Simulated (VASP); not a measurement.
Wanted: the native input for a VASP 6.6.1 run.

- Task: relaxation of cell and atoms
- Functional: r2SCAN
- Potentials or basis: VASP PAW PBE potentials, release 64 (Nb_sv, P)
- Cutoff: 600 eV
- k mesh: 10 × 10 × 10
- Occupations: gaussian, width 0.1 eV
- Spin: no spin polarisation
- Dipole correction: no
- Further INCAR settings: ALGO = Normal; EDIFF = 1e-07; IBRION = 2; EDIFFG = -0.01; NSW = 100; ISIF = 3

Crystal: NbP2.

```
Nb P
1.0
     0.00000    3.51147    3.51147
     3.51147    0.00000    3.51147
     3.51147    3.51147    0.00000
Nb P
2 4
Direct
  0.50000 0.50000 0.50000
  0.75000 0.75000 0.75000
  0.12500 0.12500 0.12500
  0.62500 0.12500 0.12500
  0.12500 0.12500 0.62500
  0.12500 0.62500 0.12500
```

One way to write it, as run:

POSCAR

```
NbP2
1.0
    0.0000000000      3.5114726301      3.5114726301
    3.5114726301      0.0000000000      3.5114726301
    3.5114726301      3.5114726301      0.0000000000
Nb P
2 4
Direct
    0.5000000000      0.5000000000      0.5000000000
    0.7500000000      0.7500000000      0.7500000000
    0.1250000000      0.1250000000      0.1250000000
    0.6250000000      0.1250000000      0.1250000000
    0.1250000000      0.1250000000      0.6250000000
    0.1250000000      0.6250000000      0.1250000000
```

INCAR.step1

```
SYSTEM = NbP2
ALGO     = Normal         ! electronic algorithm
EDIFF    = 1E-4           ! SCF threshold, eV
ENCUT    = 600            ! plane-wave cutoff, eV
GGA      = PE             ! functional
ISMEAR   = 0              ! smearing method
LASPH    = .TRUE.         ! aspherical terms in the spheres
LCHARG   = .FALSE.        ! write CHGCAR
LREAL    = .FALSE.        ! projectors in reciprocal space
LWAVE    = .TRUE.         ! write WAVECAR
NELM     = 60             ! most SCF steps
PREC     = Accurate       ! precision mode
SIGMA    = 0.1            ! smearing width, eV
```

INCAR.step2

```
SYSTEM = NbP2
ALGO     = Normal         ! electronic algorithm
EDIFF    = 1E-7           ! SCF threshold, eV
EDIFFG   = -0.01          ! ionic threshold
ENCUT    = 600            ! plane-wave cutoff, eV
IBRION   = 2              ! ionic algorithm
ISIF     = 3              ! what is computed and relaxed
ISMEAR   = 0              ! smearing method
ISTART   = 1            
LASPH    = .TRUE.         ! aspherical terms in the spheres
LCHARG   = .FALSE.        ! write CHGCAR
LMIXTAU  = .TRUE.       
LREAL    = .FALSE.        ! projectors in reciprocal space
LWAVE    = .FALSE.        ! write WAVECAR
METAGGA  = R2SCAN         ! meta-GGA
NELM     = 60             ! most SCF steps
NSW      = 100            ! ionic steps
PREC     = Accurate       ! precision mode
SIGMA    = 0.1            ! smearing width, eV
```

KPOINTS

```
k-points
0
G
  10 10 10
  0 0 0
```

Potentials or basis: VASP PAW PBE potentials, release 64 (Nb_sv, P).

Run with:

```console
$ cat potpaw_PBE.64/Nb_sv/POTCAR potpaw_PBE.64/P/POTCAR > POTCAR
$ cp INCAR.step1 INCAR
$ mpirun -np 1 vasp_std > vasp.out
$ cp INCAR.step2 INCAR
$ mpirun -np 1 vasp_std > vasp.out
```

It gave:

```json
{
  "Relaxed volume": "14.56 Å³/atom",
  "Relaxed cell": "a = 4.980 Å, b = 4.980 Å, c = 4.980 Å, α = 60.00°, β = 60.00°, γ = 60.00°",
  "Space group after relaxing (to 0.1 Å)": "Fd-3m (No. 227)",
  "Energy gained by relaxing": "0.4 meV/atom",
  "Ionic steps": "3",
  "Pressure after relaxing": "0.0 GPa",
  "Band gap on the k mesh": "zero (bands 23 and 24 overlap by 2.33 eV)"
}
```

Caveat: the PAW data sets were made with another functional, which shifts forces and pressure a little.

Run time: 13 min on 1 thread of Intel(R) Xeon(R) 6975P-C (Granite Rapids) (shared host), peak memory 0.33 GiB.
